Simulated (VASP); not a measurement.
**InSe: single point with PBEsol**

InSe:

```xyz
8
Lattice="1.6051 0.0000 -4.2721 0.0000 4.1105 0.0000 11.2683 0.0000 1.2710" Properties=species:S:1:pos:R:3 pbc="T T T"
In    5.2890    0.0000   -2.0160
In    9.5589    2.0553    2.2508
In    6.4608    0.0000    2.0054
In    2.1910    2.0553   -2.2614
Se    1.5973    0.0000    0.5857
Se    7.4722    2.0553    0.5804
Se   10.1526    0.0000   -0.5963
Se    4.2777    2.0553   -0.5910
```

This cell differs from its parent crystal: the part above a cut slid along it.

```yaml
Program: VASP 6.6.1
Task: single point
Functional: PBEsol
Potentials_or_basis: VASP PAW PBE potentials, release 64 (In_d, Se)
Cutoff: 520 eV
k_mesh: 6 × 7 × 3
Occupations: gaussian, width 0.05 eV
Spin: no spin polarisation
```

```
Pressure               : 1.8 GPa
Largest force          : 2.217 eV/Å
Band gap on the k mesh : 0.16 eV (least direct gap 0.76 eV)
```

Forces on the atoms (eV/Å):
```
In  -0.007  0.000 -0.144
In  -2.129  0.000 -0.619
In   0.007  0.000  0.144
In   2.129  0.000  0.619
Se   0.457  0.000 -0.238
Se   0.134  0.000  0.052
Se  -0.457  0.000  0.238
Se  -0.134  0.000 -0.052
```

Stress tensor (GPa, compression positive):
```
 4.72  0.00 -0.55
 0.00  1.77  0.00
-0.55  0.00 -0.99
```

Levels at points of the mesh, in eV from the valence-band top:
```tsv
k point	band 35	band 36	band 37	band 38	band 39	band 40	band 41	band 42
(0.00, 0.00, 0.00)	-1.74	-1.63	-1.04	-0.09	0.84	1.79	2.44	2.64
(0.50, 0.00, 0.00)	-1.46	-1.18	-0.69	-0.09	0.79	1.51	2.15	2.99
```

Run time: 4.7 min on 1 thread of Intel(R) Xeon(R) Platinum 8488C (Sapphire Rapids) (shared host), peak memory 0.47 GiB.

Caveat: the cell differs from its parent crystal (the part above a cut slid along it); the stress differs along the axes, from -1 to 5 GPa; semilocal functionals underestimate gaps, and a narrow one can read as zero; the PAW data sets were made with another functional, which shifts forces and pressure a little; spin-orbit coupling is left out, which moves the levels of the heavy elements. A k mesh can miss the band edges.
